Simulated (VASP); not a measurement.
Write the native input for VASP 6.6.1 that does the following.

```yaml
Task: single point
Functional: PBE
Potentials_or_basis: VASP PAW PBE potentials, release 64 (In_d, Pd)
Cutoff: 520 eV
k_mesh: 7 × 7 × 7
Occupations: fermi-dirac, width 0.1 eV
Spin: no spin polarisation
Dipole_correction: no
Further_INCAR_settings: ALGO = Normal; EDIFF = 1e-06; NBANDS = 18
```

The structure of InPd lies in POSCAR:

```
InPd
1.0
    3.3465138234      0.0000000000      0.0000000000
    0.0000000000      3.3465138234      0.0000000000
    0.0000000000      0.0000000000      3.3465138234
In Pd
1 1
Direct
    0.0000000000      0.0000000000      0.0000000000
    0.5000000000      0.5000000000      0.5000000000
```

The input as run:

INCAR

```
SYSTEM = InPd
PREC     = Accurate       ! precision mode
ENCUT    = 520            ! plane-wave cutoff, eV
EDIFF    = 1E-6           ! SCF threshold, eV
ISMEAR   = -1             ! smearing method
SIGMA    = 0.1            ! smearing width, eV
LREAL    = .FALSE.        ! projectors in reciprocal space
LASPH    = .TRUE.         ! aspherical terms in the spheres
NELM     = 60             ! most SCF steps
ALGO     = Normal         ! electronic algorithm
ISIF     = 2              ! what is computed and relaxed
LWAVE    = .FALSE.        ! write WAVECAR
LCHARG   = .FALSE.        ! write CHGCAR
GGA      = PE             ! functional
NBANDS   = 18             ! bands
```

KPOINTS

```
regular mesh
0
G
  7 7 7
  0 0 0
```

Potentials or basis: VASP PAW PBE potentials, release 64 (In_d, Pd).

The run is started by

```console
$ cat potpaw_PBE.64/In_d/POTCAR potpaw_PBE.64/Pd/POTCAR > POTCAR
$ mpirun -np 1 vasp_std > vasp.out
```

It gave:

The pressure is -3.6 GPa.

Wall time 22 s on 1 thread of Intel Xeon 6975P-C (shared host), peak memory 0.16 GiB.
